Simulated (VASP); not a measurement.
# TePbS4 (P3m1) in VASP: single point with PBE

Aim: the single point of TePbS4 with PBE.

All numbers are computed with VASP 6.6.1; they aren't measurements. Logs are shortened: lines on timing, memory, paths and dates and some standing lists are left out, and cuts for length are marked.

## (1) The cell of the first run

The structure is trigonal, space group P3m1 (No. 156). The conventional cell has a = 5.599 Å, b = 5.599 Å, c = 9.599 Å, α = 90.00°, β = 90.00°, γ = 120.00°. Te (site symmetry 3m) has 3 Pb at 3.25 Å and 1 S at 3.92 Å within 4.3 Å. Within 4.3 Å of Pb (site symmetry 3m) lie 3 Te at 3.25 Å. Within 2.7 Å of S (site symmetry 3m) lie 3 S at 2.05 Å. Within 2.7 Å of S (site symmetry m) lie 3 S at 2.05 to 2.56 Å.

## (2) Single point, PBE

The input, INCAR:

```
PREC = Accurate
ENCUT = 500
EDIFF = 1E-6
ISMEAR = 0
SIGMA = 0.15
LREAL = False
LASPH = True
NELM = 120
ALGO = Normal
ISIF = 2
LWAVE = False
LCHARG = True
GGA = PE
LELF = True
LVHAR = True
NBANDS = 31
GGA_COMPAT = False
```

The input, KPOINTS:

```
Automatic mesh
0
Gamma
  3 3 2
```

The input, POSCAR:

```
TePbS4
1.0
    5.5989615368     -0.0000000033      0.0000000000
   -2.7994807656      4.8488429273      0.0000000000
    0.0000000000      0.0000000000      9.5993633708
Te Pb S
1 1 4
Direct
    0.3333333333      0.6666666667      0.3705500126
    0.0000000000      0.0000000000      0.3393290828
    0.3333333333      0.6666666667      0.9618645167
    0.1522543495      0.8477456505      0.8515780893
    0.1522543495      0.3045086989      0.8515780893
    0.6954913011      0.8477456505      0.8515780893
```

Potentials or basis: VASP PAW PBE potentials, release 64 (Te, Pb_d, S).

On the command line:

```console
$ cat potpaw_PBE.64/Te/POTCAR potpaw_PBE.64/Pb_d/POTCAR potpaw_PBE.64/S/POTCAR > POTCAR
$ mpirun -np 1 vasp_std > vasp.out
```

OUTCAR:

```text
PREC = Accurate
   ENCUT = 500
   EDIFF = 1E-6
   ISMEAR = 0
   LREAL = False
   LASPH = True
   NELM = 120
   ISIF = 2
   GGA = PE

 ion  position               nearest neighbor table
   1  0.333  0.667  0.371-   2 3.25   2 3.25   2 3.25
   2  0.000  0.000  0.339-   1 3.25   1 3.25   1 3.25
   3  0.333  0.667  0.962-   4 2.05   6 2.05   5 2.05
   4  0.152  0.848  0.852-   3 2.05   6 2.56   5 2.56
   5  0.152  0.305  0.852-   3 2.05   6 2.56   4 2.56
   6  0.695  0.848  0.852-   3 2.05   5 2.56   4 2.56

  LATTYP: Found a hexagonal cell.
 ALAT       =     5.5989615368
 C/A-ratio  =     1.7144899653

  Lattice vectors:

 A1 = (   5.5989615368,  -0.0000000033,   0.0000000000)
 A2 = (  -2.7994807656,   4.8488429273,   0.0000000000)
 A3 = (   0.0000000000,   0.0000000000,   9.5993633708)

Analysis of symmetry for initial positions (statically):
=====================================================================
 Subroutine PRICEL returns:
 Original cell was already a primitive cell.

 Routine SETGRP: Setting up the symmetry group for a
 hexagonal supercell.

 Subroutine GETGRP returns: Found  6 space group operations
 (whereof  6 operations were pure point group operations)
 out of a pool of 24 trial point group operations.

The static configuration has the point symmetry C_3v.

Analysis of symmetry for dynamics (positions and initial velocities):
=====================================================================
 Subroutine PRICEL returns:
 Original cell was already a primitive cell.

 Routine SETGRP: Setting up the symmetry group for a
 hexagonal supercell.

 Subroutine GETGRP returns: Found  6 space group operations
 (whereof  6 operations were pure point group operations)
 out of a pool of 24 trial point group operations.

The dynamic configuration has the point symmetry C_3v.

 Subroutine INISYM returns: Found  6 space group operations
 (whereof  6 operations are pure point group operations),
 and found     1 'primitive' translations

----------------------------------------------------------------------------------------

                                     Primitive cell

  volume of cell :     260.6082

  direct lattice vectors                    reciprocal lattice vectors
     5.598961537 -0.000000003  0.000000000     0.178604549  0.103117384  0.000000000
    -2.799480766  4.848842927  0.000000000     0.000000000  0.206234769  0.000000000
     0.000000000  0.000000000  9.599363371     0.000000000  0.000000000  0.104173575

  length of vectors
     5.598961537  5.598961537  9.599363371     0.206234769  0.206234769  0.104173575

  position of ions in fractional coordinates (direct lattice)
     0.333333333  0.666666667  0.370550013
     0.000000000  0.000000000  0.339329083
     0.333333333  0.666666667  0.961864517
     0.152254349  0.847745651  0.851578089
     0.152254349  0.304508699  0.851578089
     0.695491301  0.847745651  0.851578089

  ion indices of the primitive-cell ions
   primitive index   ion index
                 1           1
                 2           2
                 3           3
                 4           4
                 5           5
                 6           6

----------------------------------------------------------------------------------------

 KPOINTS: Automatic mesh

Automatic generation of k-mesh.
 Grid dimensions read from file:
 generate k-points for:    3    3    2

 Generating k-lattice:

  Cartesian coordinates                     Fractional coordinates (reciprocal lattice)
     0.059534850  0.034372461  0.000000000     0.333333333  0.000000000  0.000000000
     0.000000000  0.068744923  0.000000000    -0.000000000  0.333333333  0.000000000
     0.000000000  0.000000000  0.052086787     0.000000000  0.000000000  0.500000000

  Length of vectors
     0.068744923  0.068744923  0.052086787

  Shift w.r.t. Gamma in fractional coordinates (k-lattice)
     0.000000000  0.000000000  0.000000000

 Subroutine IBZKPT returns following result:
 ===========================================

 Found      6 irreducible k-points:

 Following reciprocal coordinates:
            Coordinates               Weight
  0.000000  0.000000  0.000000      1.000000
  0.333333  0.000000  0.000000      6.000000
  0.333333  0.333333  0.000000      2.000000
  0.000000  0.000000  0.500000      1.000000
  0.333333  0.000000  0.500000      6.000000
  0.333333  0.333333  0.500000      2.000000
   k-points           NKPTS =      6   k-points in BZ     NKDIM =      6   number of bands    NBANDS=     31
   number of dos      NEDOS =    301   number of ions     NIONS =      6
   total plane-waves  NPLWV = 123480
   dimension x,y,z NGX =    42 NGY =   42 NGZ =   70
   dimension x,y,z NGXF=    84 NGYF=   84 NGZF=  140
   ions per type =               1   1   4
   NGX,Y,Z   is equivalent  to a cutoff of  12.47, 12.47, 12.12 a.u.
   NGXF,Y,Z  is equivalent  to a cutoff of  24.94, 24.94, 24.25 a.u.
 SYSTEM =  unknown system
   PREC   = accura    normal or accurate (medium, high low for compatibility)
   ISTART =      0    job   : 0-new  1-cont  2-samecut
   ICHARG =      2    charge: 1-file 2-atom 10-const
   ISPIN  =      1    spin polarized calculation?
   LNONCOLLINEAR =      F non collinear calculations
   LSORBIT =      F    spin-orbit coupling
   LASPH  =      T    aspherical Exc in radial PAW
   ENCUT  =  500.0 eV  36.75 Ry    6.06 a.u.  10.21 10.21 17.50*2*pi/ulx,y,z
   NELM   =    120;   NELMIN=  2; NELMDL= -5     # of ELM steps
   EDIFF  = 0.1E-05   stopping-criterion for ELM
   LREAL  =      F    real-space projection
   EDIFFG = 0.1E-04   stopping-criterion for IOM
   NSW    =      0    number of steps for IOM
   IBRION =     -1    ionic relax: 0-MD 1-quasi-New 2-CG
   NFREE  =      0    steps in history (QN), initial steepest desc. (CG)
   ISIF   =      2    stress and relaxation
   ISYM   =      2    0-nonsym 1-usesym 2-fastsym
   POTIM  = 0.5000    time-step for ionic-motion
   TEBEG  =    0.0;   TEEND  =   0.0 temperature during run
   PSTRESS=    0.0 pullay stress
   NELECT =      44.0000    total number of electrons
   NUPDOWN=      -1.0000    fix difference up-down
   EMIN   =  10.00;   EMAX   =-10.00  energy-range for DOS
   EFERMI =   0.00;   METHOD = LEGACY
   ISMEAR =     0;   SIGMA  =   0.15  broadening in eV -4-tet -1-fermi 0-gaus
   EFERMI_NEDOS =   21; number of points for ismear=-14 and -15
   IALGO  =     38    algorithm
   IMIX   =      4    mixing-type and parameters
     AMIX     =   0.40;   BMIX     =  1.00
     AMIX_MAG =   1.60;   BMIX_MAG =  1.00
  volume/ion in A,a.u.               =      43.43       293.11
  Fermi-wavevector in a.u.,A,eV,Ry     =   0.904822  1.709865 11.139123  0.818702
  Thomas-Fermi vector in A             =   2.028315
   LORBIT       =      0    0 simple, 1 ext, 2 COOP (PROOUT), +10 PAW based schemes
   GGA     = PE    functional components
   LHFCALC =     F    Hartree Fock is set to
   AEXX    =    0.0000 exact exchange contribution
   IVDW    =     0    specifies the selected vdW correction
   LEPSILON=     F    determine dielectric tensor
   LRPA    =     F    only Hartree local field effects (RPA)
 non-spin polarized calculation
 Gauss-broadening in eV      SIGMA  =   0.15
  energy-cutoff  :      500.00
  volume of cell :      260.61
 maximum number of plane-waves:      6648
 NGX is ok and might be reduce to    42
   NGX = 21   NGY = 21   NGZ = 35

 number of electron      44.0000002 magnetization

 Free energy of the ion-electron system (eV)
  ---------------------------------------------------
  ext. energy  EPLUGINS =         0.00000000
  ---------------------------------------------------
  free energy    TOTEN  =       -20.57970339 eV

  energy without entropy =      -20.57746099  energy(sigma->0) =      -20.57858219

 E-fermi :   1.1501     XC(G=0):  -6.6218

 val. band max:        0.9104952862   @ k =   0.3333   0.3333   0.0000
 cond. band min:       1.3404891108   @ k =   0.0000   0.0000   0.0000
 fundamental gap:      0.4299938246
 Fermi energy:         1.1500880248

 k-point     1 :       0.0000    0.0000    0.0000
  band No.  band energies     occupation
      1     -16.8206      2.00000
      2     -16.2703      2.00000
      3     -16.2160      2.00000
      4     -16.2160      2.00000
      5     -16.1006      2.00000
      6     -16.1006      2.00000
[... 23 lines left out ...]
     30       5.3823      0.00000
     31       6.0967      0.00000

 k-point     2 :       0.3333    0.0000    0.0000
  band No.  band energies     occupation
      1     -16.6655      2.00000
      2     -16.2676      2.00000
      3     -16.2167      2.00000
      4     -16.2161      2.00000
      5     -16.1030      2.00000
      6     -16.0981      2.00000
[... 23 lines left out ...]
     30       6.0600      0.00000
     31       6.5816      0.00000

 k-point     3 :       0.3333    0.3333    0.0000
  band No.  band energies     occupation
      1     -16.5750      2.00000
      2     -16.2662      2.00000
      3     -16.2168      2.00000
      4     -16.2164      2.00000
      5     -16.1039      2.00000
      6     -16.0972      2.00000
[... 23 lines left out ...]
     30       6.1412      0.00000
     31       6.1491      0.00000

 k-point     4 :       0.0000    0.0000    0.5000
  band No.  band energies     occupation
      1     -16.8206      2.00000
      2     -16.2703      2.00000
      3     -16.2160      2.00000
      4     -16.2160      2.00000
      5     -16.1006      2.00000
      6     -16.1006      2.00000
[... 23 lines left out ...]
     30       5.4112      0.00000
     31       6.1834      0.00000

 k-point     5 :       0.3333    0.0000    0.5000
  band No.  band energies     occupation
      1     -16.6655      2.00000
      2     -16.2676      2.00000
      3     -16.2167      2.00000
      4     -16.2161      2.00000
      5     -16.1030      2.00000
      6     -16.0981      2.00000
[... 23 lines left out ...]
     30       6.2602      0.00000
     31       6.5369      0.00000

 k-point     6 :       0.3333    0.3333    0.5000
  band No.  band energies     occupation
      1     -16.5750      2.00000
      2     -16.2662      2.00000
      3     -16.2168      2.00000
      4     -16.2164      2.00000
      5     -16.1040      2.00000
      6     -16.0972      2.00000
[... 23 lines left out ...]
     30       6.0419      0.00000
     31       6.5906      0.00000

------------------------ aborting loop because EDIFF is reached ----------------------------------------

  FORCE on cell =-STRESS in cart. coord.  units (eV):
  Direction    XX          YY          ZZ          XY          YZ          ZX
  --------------------------------------------------------------------------------------
  -------------------------------------------------------------------------------------
  Total        0.1310121      0.1310121     -0.0246414     -0.0000000     -0.0000000     -0.0000000
  in kB        0.8054416      0.8054416     -0.1514915     -0.0000000     -0.0000000     -0.0000000
  external PRESSURE =       0.4864639 kB  Pullay stress =       0.0000000 kB

 VOLUME and BASIS-vectors are now :
 -----------------------------------------------------------------------------
  energy-cutoff  :      500.00
  volume of cell :      260.61
      direct lattice vectors                 reciprocal lattice vectors
     5.598961537 -0.000000003  0.000000000     0.178604549  0.103117384  0.000000000
    -2.799480766  4.848842927  0.000000000     0.000000000  0.206234769  0.000000000
     0.000000000  0.000000000  9.599363371     0.000000000  0.000000000  0.104173575

 POSITION                                       TOTAL-FORCE (eV/Angst)
 -----------------------------------------------------------------------------------
      0.00000      3.23256      3.55704         0.000000      0.000000     -0.001848
      0.00000      0.00000      3.25734        -0.000000      0.000000     -0.004681
      0.00000      3.23256      9.23329        -0.000000      0.000000     -0.147469
     -1.52078      4.11059      8.17461         0.095380     -0.055067      0.051332
      0.00000      1.47651      8.17461         0.000000      0.110135      0.051332
      1.52078      4.11059      8.17461        -0.095380     -0.055067      0.051332
 -----------------------------------------------------------------------------------
    total drift:                               -0.000000      0.000000     -0.000403

  FREE ENERGIE OF THE ION-ELECTRON SYSTEM (eV)
  ---------------------------------------------------
  free  energy   TOTEN  =       -20.5797033915 eV

  energy  without entropy=      -20.5774609899  energy(sigma->0) =      -20.57858219
```

It took 40 s on 1 thread of Intel Xeon Platinum 8488C (Sapphire Rapids), shared host; peak memory 0.35 GiB.

Results:

```
Free energy            : -20.5797 eV
Pressure               : 0.0 GPa
Largest force          : 0.147 eV/Å
Band gap on the k mesh : zero (band 22 reaches 1.63 eV, above the bottom of band 23 at 0.89 eV)
```

Forces on the atoms (eV/Å):
```
Te   0.000  0.000 -0.002
Pb   0.000  0.000 -0.005
S    0.000  0.000 -0.147
S    0.095 -0.055  0.051
S    0.000  0.110  0.051
S   -0.095 -0.055  0.051
```

Caveat: the k points lie up to 0.43 Å⁻¹ apart; spin-orbit coupling is left out, which moves the levels of the heavy elements; this functional lacks dispersion, which binds the layers, so the pressure and a relaxed spacing across them are unreliable.
